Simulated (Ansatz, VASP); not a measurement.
Zn2W in VASP and in Ansatz

Contents of INCAR:

```
PREC = Accurate
ENCUT = 600
EDIFF = 1E-6
ISMEAR = 0
SIGMA = 0.1
LREAL = False
LASPH = True
NELM = 80
ALGO = Fast
ISIF = 3
LWAVE = False
LCHARG = False
GGA = PE
IBRION = 2
NSW = 100
EDIFFG = -0.01
```

KPOINTS

```
regular mesh
0
Gamma
  10 10 10
```

The input POSCAR:

```
Zn2W
1.0
    0.0000000000      3.4720448369      3.4720448369
    3.4720448369      0.0000000000      3.4720448369
    3.4720448369      3.4720448369      0.0000000000
Zn W
4 2
Direct
    0.1250000000      0.1250000000      0.1250000000
    0.6250000000      0.1250000000      0.1250000000
    0.1250000000      0.1250000000      0.6250000000
    0.1250000000      0.6250000000      0.1250000000
    0.5000000000      0.5000000000      0.5000000000
    0.7500000000      0.7500000000      0.7500000000
```

Input for Ansatz:

```yaml
crystal:
  lattice:
    - [0.0, 3.4720448369, 3.4720448369]
    - [3.4720448369, 0.0, 3.4720448369]
    - [3.4720448369, 3.4720448369, 0.0]
  atoms:
    - { symbol: Zn, position: [0.125, 0.125, 0.125] }
    - { symbol: Zn, position: [0.625, 0.125, 0.125] }
    - { symbol: Zn, position: [0.125, 0.125, 0.625] }
    - { symbol: Zn, position: [0.125, 0.625, 0.125] }
    - { symbol: W, position: [0.5, 0.5, 0.5] }
    - { symbol: W, position: [0.75, 0.75, 0.75] }
basis:
  ecutwfc: 420
kpoints:
  mp_grid: { grid: [10, 10, 10] }
hamiltonian:
  xc: pbe
scf:
  occupations: { method: gaussian, width: 0.1 }
output:
  forces: true
  stress: true
  eigenvalues: true
  write_density: true
  write_potential: true
  elf: true
  volumetric_format: npy
relax:
  adjacent_minimum: "off"
  f_tol: 0.01
  max_steps: 80
  cell: { stress_tol: 0.05 }
```

Alike in both runs: task relaxation of cell and atoms; functional PBE; k mesh 10 × 10 × 10; occupations gaussian, width 0.1 eV; no spin polarisation.

```csv
,VASP,Ansatz
version,VASP 6.6.1,Ansatz 0.2.0
potentials or method,"VASP PAW PBE potentials, release 64 (Zn, W_sv), cutoff 600 eV","scalar-relativistic, plane waves, PAW"
valence electrons in the cell,76,76
```

|  | VASP | Ansatz | Ansatz less VASP |
| --- | --- | --- | --- |
| gap on the k mesh at the Fermi level, each at its own relaxed structure (eV) | none | none | - |
| relaxed volume (Å³/atom) | 14.00 | 13.95 | -0.044 |
| relaxed cell length with the largest relative difference (Å) | 4.915 | 4.910 | -0.0051 |

A gap of «none» marks a metal or a gap that the smearing closes.

Neither program's run includes spin-orbit coupling.
